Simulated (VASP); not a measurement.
Input of a VASP 6.6.1 run:

The input INCAR:

```
PREC     = Accurate       # precision mode
ENCUT    = 520            # plane-wave cutoff, eV
EDIFF    = 1E-7           # SCF threshold, eV
ISMEAR   = 0              # smearing method
SIGMA    = 0.15           # smearing width, eV
LREAL    = F              # projectors in reciprocal space
LASPH    = T              # aspherical terms in the spheres
NELM     = 80             # most SCF steps
ALGO     = Normal         # electronic algorithm
ISIF     = 2              # what is computed and relaxed
LWAVE    = F              # write WAVECAR
LCHARG   = F              # write CHGCAR
GGA      = PS             # functional
NBANDS   = 16             # bands
```

KPOINTS

```
Automatic mesh
0
Gamma
  14 14 14
```

The input POSCAR:

```
HgTe
1.0
    0.0000000000      3.2235000000      3.2235000000
    3.2235000000      0.0000000000      3.2235000000
    3.2235000000      3.2235000000      0.0000000000
Hg Te
1 1
Direct
    0.0000000000      0.0000000000      0.0000000000
    0.7500000000      0.7500000000      0.7500000000
```

Potentials or basis: VASP PAW PBE potentials, release 64 (Hg, Te).

Command:

```console
$ cat potpaw_PBE.64/Hg/POTCAR potpaw_PBE.64/Te/POTCAR > POTCAR
$ mpirun -np 1 vasp_std > vasp.out
```

Predict the pressure.

1.4 GPa.

Predict the band gap on the k mesh.

zero (filled and empty bands touch).

Caveat: the PAW data sets were made with another functional, which shifts forces and pressure a little; spin-orbit coupling is left out, which moves the levels of the heavy elements.
